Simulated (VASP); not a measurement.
Here is a VASP 6.6.1 calculation.

Contents of INCAR:

```
SYSTEM = SnH5
PREC = Accurate
ENCUT = 520
EDIFF = 1E-6
ISMEAR = 0
SIGMA = 0.1
LREAL = .False.
LASPH = .True.
NELM = 80
ALGO = Normal
ISIF = 2
LWAVE = .False.
LCHARG = .False.
GGA = PE
NBANDS = 18
```

The input KPOINTS:

```
regular mesh
0
Gamma
  4 4 4
  0 0 0
```

File POSCAR:

```
SnH5
1.0
    0.0000000000      3.3456449000      3.3456449000
    3.3456449000      0.0000000000      3.3456449000
    3.3456449000      3.3456449000      0.0000000000
Sn H
1 5
Direct
    0.0000000000      0.0000000000      0.0000000000
    0.7500000000      0.7500000000      0.7500000000
    0.3750000000      0.3750000000      0.8750000000
    0.3750000000      0.8750000000      0.3750000000
    0.8750000000      0.3750000000      0.3750000000
    0.3750000000      0.3750000000      0.3750000000
```

Potentials or basis: VASP PAW PBE potentials, release 64 (Sn_d, H).

Run with:

```sh
$ cat potpaw_PBE.64/Sn_d/POTCAR potpaw_PBE.64/H/POTCAR > POTCAR
$ mpirun -np 1 vasp_std > vasp.out
```

Question: What does it give for the pressure?

Answer: -12.9 GPa.

Caveat: the k points lie up to 0.41 Å⁻¹ apart.
